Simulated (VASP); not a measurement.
# TmI4 (I4/m) in VASP: a series of runs, part 2 of 2

VASP 6.6.1. The steps go on from the part before.

## 3. Relaxation of cell and atoms, PBE

This run uses another cell than the first one, of 39.48 Å³/atom.

The input, INCAR:

```
SYSTEM = TmI4
PREC = Accurate ; ENCUT = 500
EDIFF = 1E-7 ; ISMEAR = 0
SIGMA = 0.2 ; LREAL = .False.
LASPH = .True. ; NELM = 200
ALGO = Normal ; ISIF = 3
LWAVE = .False. ; LCHARG = .False.
GGA = PE ; IBRION = 2
NSW = 36 ; EDIFFG = -0.08
GGA_COMPAT = .False. ; NELMIN = 4
LMAXMIX = 6
```

The input, KPOINTS:

```
Automatic mesh
0
Gamma
  3 3 3
  0 0 0
```

The input, POSCAR:

```
TmI4
1.0
   -3.5566430900      3.5566430900      3.9016491000
    3.5566430900     -3.5566430900      3.9016491000
    3.5566430900      3.5566430900     -3.9016491000
Tm I
1 4
Direct
    0.5000000000      0.5000000000      0.0000000000
    0.2161803800      0.1340078500      0.3501882300
    0.7838196200      0.8659921500      0.6498117700
    0.1340078500      0.7838196200      0.9178274700
    0.8659921500      0.2161803800      0.0821725300
```

Potentials or basis: VASP PAW PBE potentials, release 64 (Tm_3, I), 4f in core.

On the command line:

```sh
$ cat potpaw_PBE.64/Tm_3/POTCAR potpaw_PBE.64/I/POTCAR > POTCAR
$ mpirun -np 1 vasp_std > vasp.out
```

OUTCAR:

```text
SYSTEM = TmI4
   PREC = Accurate
   ENCUT = 500
   EDIFF = 1E-7
   ISMEAR = 0
   LREAL = .False.
   LASPH = .True.
   NELM = 200
   ISIF = 3
   GGA = PE
   IBRION = 2
   NSW = 36
   EDIFFG = -0.08
   NELMIN = 4

 ion  position               nearest neighbor table
   1  0.500  0.500  0.000-   3 3.29   2 3.29   5 3.29   4 3.29
   2  0.216  0.134  0.350-   5 2.56   4 2.56   1 3.29
   3  0.784  0.866  0.650-   4 2.56   5 2.56   1 3.29
   4  0.134  0.784  0.918-   3 2.56   2 2.56   1 3.29
   5  0.866  0.216  0.082-   2 2.56   3 2.56   1 3.29

  LATTYP: Found a body centered tetragonal cell.
 ALAT       =     7.1132861800
 C/A-ratio  =     1.0970032700

  Lattice vectors:

 A1 = (  -3.5566430900,   3.5566430900,   3.9016491000)
 A2 = (   3.5566430900,  -3.5566430900,   3.9016491000)
 A3 = (   3.5566430900,   3.5566430900,  -3.9016491000)

[... 283 lines left out ...]

 E-fermi :   0.2115     XC(G=0):  -6.9322

 val. band max:        0.0884530053   @ k =  -0.3333   0.3333   0.3333
 cond. band min:       0.2225781129   @ k =   0.3333   0.0000   0.0000
 fundamental gap:      0.1341251076
 Fermi energy:         0.2114802536

 k-point     1 :       0.0000    0.0000    0.0000
  band No.  band energies     occupation
      1     -25.6087      2.00000
      2     -25.2041      2.00000
      3     -25.2041      2.00000
      4     -11.4767      2.00000
      5     -10.8915      2.00000
      6     -10.8829      2.00000
[... 216 lines left out ...]
--------------------------------------- Ionic step       18  -------------------------------------------

 number of electron      37.0000003 magnetization

 Free energy of the ion-electron system (eV)
  ---------------------------------------------------
  ext. energy  EPLUGINS =         0.00000000
  ---------------------------------------------------
  free energy    TOTEN  =       -14.03018641 eV

  energy without entropy =      -13.90032119  energy(sigma->0) =      -13.96525380

 E-fermi :  -0.0224     XC(G=0):  -6.7965

 val. band max:       -0.1418436062   @ k =  -0.3333   0.3333   0.3333
 cond. band min:      -0.0168536128   @ k =   0.3333   0.0000   0.0000
 fundamental gap:      0.1249899933
 Fermi energy:        -0.0224047551

 k-point     1 :       0.0000    0.0000    0.0000
  band No.  band energies     occupation
      1     -25.9156      2.00000
      2     -25.4947      2.00000
      3     -25.4947      2.00000
      4     -11.6245      2.00000
      5     -11.0798      2.00000
      6     -11.0795      2.00000
[... 171 lines left out ...]
  FREE ENERGIE OF THE ION-ELECTRON SYSTEM (eV)
  ---------------------------------------------------
  free  energy   TOTEN  =       -14.0301864107 eV

  energy  without entropy=      -13.9003211879  energy(sigma->0) =      -13.96525380

 reached required accuracy - stopping structural energy minimisation
```

Run time: 6.2 min. Hardware: 1 thread of Intel Xeon 6975P-C (Granite Rapids), shared host; peak memory 0.34 GiB.

Results:

```yaml
Free_energy: -14.0302 eV
Relaxed_volume: 55.17 Å³/atom
Relaxed_cell: a = 7.129 Å, b = 7.129 Å, c = 7.129 Å, α = 113.07°, β = 113.07°, γ = 102.48°
Space_group_after_relaxing_to_0.1_Å: I4/m (No. 87)
Energy_gained_by_relaxing: 1964.1 meV/atom
Ionic_steps: 18
Pressure_after_relaxing: -0.1 GPa
Largest_force_after_relaxing: 0.043 eV/Å
Band_gap_on_the_k_mesh: zero (an odd number of electrons rules out a gap without spin polarisation)
```

Forces on the atoms (eV/Å):
```
Tm   0.000  0.000  0.000
I   -0.016  0.040  0.000
I    0.016 -0.040  0.000
I   -0.040 -0.016  0.000
I    0.040  0.016  0.000
```

The path:
| step | energy change (eV) | largest force (eV/Å) | pressure (GPa) | volume (Å³) |
| --- | --- | --- | --- | --- |
| 1 | 0.0000 | 9.8573 | 16.56 | 197.42 |
| 2 | -5.9429 | 1.2859 | -4.13 | 331.06 |
| 3 | -7.2473 | 1.5018 | -3.33 | 262.70 |
| 4 | -7.2669 | 1.5668 | -3.16 | 259.73 |
| 5 | -7.2740 | 1.8087 | -2.55 | 251.42 |
| 6 | -8.2496 | 1.8085 | -1.36 | 229.62 |
| 7 | -8.6596 | 0.5876 | 7.17 | 187.12 |
| 8 | -8.8863 | 1.4495 | 1.63 | 206.69 |
| 9 | -8.9366 | 1.2290 | 2.86 | 200.96 |
| 10 | -9.4505 | 0.2734 | 2.52 | 210.75 |
| 11 | -9.5077 | 0.5105 | 2.91 | 216.39 |
| 12 | -9.6568 | 0.4926 | -0.98 | 251.98 |
| 13 | -9.7060 | 0.2156 | 0.08 | 238.88 |
| 14 | -9.7419 | 0.1598 | 0.09 | 244.01 |
| 15 | -9.8031 | 0.0817 | 0.26 | 259.47 |
| 16 | -9.8102 | 0.1659 | 0.40 | 266.62 |
| 17 | -9.8145 | 0.1369 | -0.39 | 283.23 |
| 18 | -9.8203 | 0.0431 | -0.07 | 275.86 |

Final structure:
```cif
data_structure
_symmetry_space_group_name_H-M 'P 1'
_symmetry_Int_Tables_number 1
_cell_length_a 7.1291
_cell_length_b 7.1291
_cell_length_c 7.1291
_cell_angle_alpha 113.074
_cell_angle_beta 113.074
_cell_angle_gamma 102.483
_cell_volume 275.86
loop_
_atom_site_label
_atom_site_type_symbol
_atom_site_fract_x
_atom_site_fract_y
_atom_site_fract_z
_atom_site_occupancy
Tm1 Tm 0.50000 0.50000 0.00000 1
I1 I 0.30123 0.19241 0.49364 1
I2 I 0.69877 0.80759 0.50636 1
I3 I 0.19241 0.69877 0.89118 1
I4 I 0.80759 0.30123 0.10882 1
```

Levels at points of the mesh, in eV from the Fermi level:
```tsv
k point	band 14	band 15	band 16	band 17	band 18	band 19	band 20	band 21	band 22
(0.00, 0.00, 0.00)	-1.36	-0.73	-0.36	-0.21	0.04	0.04	2.18	3.35	3.44
```

Caveat: the k points lie up to 0.35 Å⁻¹ apart in the final cell, too coarse for converged energies and pressures of a metal; the volume moved by over 15 % at a fixed basis, so the end points are rough; spin-orbit coupling is left out, which moves the levels of the heavy elements; the 4f electrons are frozen in the core, so they carry no moment and show no levels; an odd number of electrons without spin polarisation forces a metal; a magnetic or distorted state may lie lower; the run has no spin polarisation, though such a crystal can be magnetic; the relaxation stopped at a loose force limit of 0.08 eV/Å, so its end isn't a converged minimum. Spin polarisation is off, so any magnetic state and its effect on volume and gap are missing.

The gap in the log of VASP goes by the Fermi energy; the results here count the filled bands.